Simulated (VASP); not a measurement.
Input of a VASP 6.6.1 run:

The input INCAR:

```
ALGO     = Normal         # electronic algorithm
EDIFF    = 1E-7           # SCF threshold, eV
ENCUT    = 520            # plane-wave cutoff, eV
GGA      = RE             # functional
ISIF     = 2              # what is computed and relaxed
ISMEAR   = -1             # smearing method
LASPH    = T              # aspherical terms in the spheres
LCHARG   = F              # write CHGCAR
LREAL    = F              # projectors in reciprocal space
LWAVE    = F              # write WAVECAR
NBANDS   = 25             # bands
NELM     = 60             # most SCF steps
PREC     = Accurate       # precision mode
SIGMA    = 0.1            # smearing width, eV
```

File KPOINTS:

```
k-points
0
Gamma
  10 10 15
```

File POSCAR:

```
Cr
1.0
    4.1372901096      0.0000000000      0.0000000000
   -2.0686450548      3.5829983378      0.0000000000
    0.0000000000      0.0000000000      2.2409465844
Cr
3
Direct
    0.0000000000      1.0000000000      0.0000000000
    0.3333333333      0.6666666667      0.5000000000
    0.6666666667      0.3333333333      0.5000000000
```

Potentials or basis: VASP PAW PBE potentials, release 64 (Cr_pv).

Command:

```sh
$ cat potpaw_PBE.64/Cr_pv/POTCAR > POTCAR
$ mpirun -np 1 vasp_std > vasp.out
```

**Question.** What does it give for the pressure?

**Answer.** 22.2 GPa.

**Question.** Estimate the band gap on the k mesh.

**Answer.** Zero (bands 18 and 19 overlap by 0.91 eV).

Stress tensor (GPa, compression positive):
```
21.43  0.00  0.00
 0.00 21.43  0.00
 0.00  0.00 23.67
```

Caveat: the cell stands under pressure; the PAW data sets were made with another functional, which shifts forces and pressure a little; the run has no spin polarisation, though such a crystal can be magnetic. Spin polarisation is off, so any magnetic state and its effect on volume and gap are missing.
